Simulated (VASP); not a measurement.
Fe, 1 atom in the cell. Symmetry: Im-3m, No. 229, cubic system. Conventional cell: a = 2.886 Å, b = 2.886 Å, c = 2.886 Å, α = 90.00°, β = 90.00°, γ = 90.00°. Fe (site symmetry m-3m) has 14 Fe at 2.50 to 2.89 Å within 3.3 Å. 

| Property | Result |
| --- | --- |
| Program | VASP 6.6.1 |
| Task | single point |
| Functional | PBEsol-based screened hybrid |
| Potentials or basis | VASP PAW PBE potentials, release 64 (Fe) |
| Cutoff | 520 eV |
| k mesh | 7 × 7 × 7 |
| Occupations | fermi-dirac, width 0.05 eV |
| Spin | collinear spin, ferromagnetic start |
| Starting moments | [3.0] μB |
| Dipole correction | no |
| Grid for exact exchange (PRECFOCK) | Normal |
| Share of exact exchange | 0.25 |
| Further INCAR settings | ALGO = Normal; EDIFF = 1e-07; NBANDS = 14 |
| Screening parameter | 0.207 1/Å |

Potentials or basis: VASP PAW PBE potentials, release 64 (Fe).

The run is started by

```sh
$ cat potpaw_PBE.64/Fe/POTCAR > POTCAR
$ cp INCAR.step1 INCAR
$ mpirun -np 1 vasp_std > vasp.out
$ cp INCAR.step2 INCAR
$ mpirun -np 1 vasp_std > vasp.out
```

Hardware: 1 thread of Intel(R) Xeon(R) Platinum 8488C (Sapphire Rapids) (shared host).

Task: Estimate the wall time of this run.

Result: Run time: 18 min on 1 thread of Intel(R) Xeon(R) Platinum 8488C (Sapphire Rapids) (shared host), peak memory 0.23 GiB. Counts: k points 20.
